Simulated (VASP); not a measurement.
YN:

```xyz
2
Lattice="0.0000 2.4385 2.4385 2.4385 0.0000 2.4385 2.4385 2.4385 0.0000" Properties=species:S:1:pos:R:3 pbc="T T T"
Y     0.0000    0.0000    0.0000
N     2.4385    2.4385    2.4385
```

Base run:

| Quantity | Value |
| --- | --- |
| Program | VASP 6.6.1 |
| Functional | r2SCAN |
| Potentials or basis | VASP PAW PBE potentials, release 64 (Y_sv, N) |
| Cutoff | 580 eV |
| k mesh | 9 × 9 × 9 |
| Occupations | fermi-dirac, width 0.03 eV |
| Spin | no spin polarisation |

Its results: band gap on the k mesh 0.64 eV, indirect (least direct gap 1.05 eV); pressure 2.1 GPa.

Task: After a change of settings the same cell gave: band gap on the k mesh 0.15 eV, indirect (least direct gap 0.56 eV); pressure -2.2 GPa. Which change was it?
A. functional from r2SCAN to PBE; cutoff from 580 eV to 600 eV; further incar settings from ALGO = Normal; EDIFF = 1e-08; NBANDS = 15 to ALGO = Normal; EDIFF = 1e-06; NBANDS = 15
B. cutoff from 580 eV to 660 eV; further incar settings from ALGO = Normal; EDIFF = 1e-08; NBANDS = 15 to ALGO = Normal; EDIFF = 1e-06; NBANDS = 15
C. functional from r2SCAN to PBEsol; cutoff from 580 eV to 520 eV
D. functional from r2SCAN to LDA; potentials or basis from VASP PAW PBE potentials, release 64 (Y_sv, N) to VASP PAW LDA potentials, release 64 (Y_sv, N); cutoff from 580 eV to 520 eV

Result: C.

r2SCAN gives the wider gap, since meta-GGAs in the generalised Kohn-Sham scheme recover part of the derivative discontinuity.

Caveats: the PAW data sets were made with another functional, which shifts forces and pressure a little.
